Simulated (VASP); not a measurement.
Cs, 4 atoms in the cell. Symmetry: P6_3/mmc, No. 194, hexagonal system. Conventional cell: a = 5.622 Å, b = 5.622 Å, c = 18.437 Å, α = 90.00°, β = 90.00°, γ = 120.00°. This isn't the form of Cs at room conditions, which is bcc.

| Property | Result |
| --- | --- |
| Program | VASP 6.6.1 |
| Task | single point |
| Functional | PBE |
| Potentials or basis | VASP PAW PBE potentials, release 64 (Cs_sv) |
| Cutoff | 520 eV |
| k mesh | 8 × 8 × 2 |
| Occupations | fermi-dirac, width 0.1 eV |
| Spin | no spin polarisation |
| Dipole correction | no |
| Further INCAR settings | ALGO = Normal; EDIFF = 1e-06; NBANDS = 26 |

Potentials or basis: VASP PAW PBE potentials, release 64 (Cs_sv).

Command:

```console
$ cat potpaw_PBE.64/Cs_sv/POTCAR > POTCAR
$ mpirun -np 1 vasp_std > vasp.out
```

Hardware: 1 thread of AMD EPYC 9R45 96-Core Processor (Zen 5), with other jobs on the host.

**Question.** Estimate the wall time of this run.

**Answer.** Run time: 2.3 min on 1 thread of AMD EPYC 9R45 96-Core Processor (Zen 5), on a shared host, peak memory 0.57 GiB. Counts: scf iterations 10, k points 20.
